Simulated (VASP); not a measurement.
Set up this calculation in VASP 6.6.1, as the native input.

* Task: G0W0 quasiparticle levels
* Functional: PBE
* Potentials or basis: VASP PAW PBE potentials, release 64 (Si_GW)
* Cutoff: 500 eV
* k mesh: 6 × 6 × 2
* Occupations: gaussian, width 0.01 eV
* Spin: no spin polarisation
* Dipole correction: no
* GW scheme: G0W0
* GW iterations: 1
* Cutoff of the response function: 140
* Frequency points: 96
* Empty bands: 303
* Further INCAR settings: ALGO = EVGW0; EDIFF = 1e-08; NBANDS = 311

Si:

```xyz
4
Lattice="3.8321 0.0000 0.0000 -1.9161 3.3187 0.0000 0.0000 0.0000 6.3412" Properties=species:S:1:pos:R:3 pbc="T T T"
Si    0.0000    2.2125    0.0036
Si    1.9161    1.1062    3.1742
Si    0.0000    2.2125    2.3744
Si    1.9161    1.1062    5.5450
```

This isn't the form of Si at room conditions, which is diamond.

These files were run (other wordings do the same):

POSCAR

```
Si
1.0
    3.8321296575      0.0000000000      0.0000000000
   -1.9160648287      3.3187216340      0.0000000000
    0.0000000000      0.0000000000      6.3412164314
Si
4
Direct
    0.3333333333      0.6666666667      0.0005609359
    0.6666666667      0.3333333333      0.5005609359
    0.3333333333      0.6666666667      0.3744390641
    0.6666666667      0.3333333333      0.8744390641
```

INCAR.step1

```
SYSTEM = Si
ALGO = Normal
EDIFF = 1E-8
ENCUT = 500
GGA = PE
ISMEAR = 0
LASPH = .True.
LCHARG = .False.
LREAL = .False.
LWAVE = .True.
NELM = 80
PREC = Accurate
SIGMA = 0.01
```

INCAR.step2

```
SYSTEM = Si
ALGO = Exact
EDIFF = 1E-8
ENCUT = 500
GGA = PE
ISMEAR = 0
ISTART = 1
LASPH = .True.
LCHARG = .False.
LOPTICS = .True.
LREAL = .False.
LWAVE = .True.
NBANDS = 311
NELM = 1
PREC = Accurate
SIGMA = 0.01
```

INCAR.step3

```
SYSTEM = Si
ALGO = EVGW0
EDIFF = 1E-8
ENCUT = 500
ENCUTGW = 140.0
GGA = PE
ISMEAR = 0
ISTART = 1
LASPH = .True.
LCHARG = .False.
LREAL = .False.
LWAVE = .False.
NBANDS = 311
NBANDSGW = 16
NELMGW = 1
NOMEGA = 96
OMEGAMAX = 20
PREC = Accurate
PRECFOCK = Fast
SIGMA = 0.01
```

KPOINTS

```
k-points
0
Gamma
  6 6 2
  0 0 0
```

Potentials or basis: VASP PAW PBE potentials, release 64 (Si_GW).

Launch:

```sh
$ cat potpaw_PBE.64/Si_GW/POTCAR > POTCAR
$ cp INCAR.step1 INCAR
$ mpirun -np 1 vasp_std > vasp.out
$ cp INCAR.step2 INCAR
$ mpirun -np 1 vasp_std > vasp.out
$ cp INCAR.step3 INCAR
$ mpirun -np 1 vasp_std > vasp.out
```

Results of the run:

```yaml
Quasiparticle_gap: 0.91 eV
Least_direct_quasiparticle_gap: 1.63 eV
Band_gap_of_the_starting_levels_on_the_mesh: 0.42 eV
Least_direct_gap_of_the_starting_levels_on_the_mesh: 1.03 eV
```

Caveat: the k points lie up to 0.50 Å⁻¹ apart; bands, screening cutoff and mesh are small and nothing is extrapolated, so the quasiparticle values aren't converged.

Run time: 12 min on 1 thread of Intel(R) Xeon(R) 6975P-C (Granite Rapids), with other jobs on the host, peak memory 1.6 GiB.
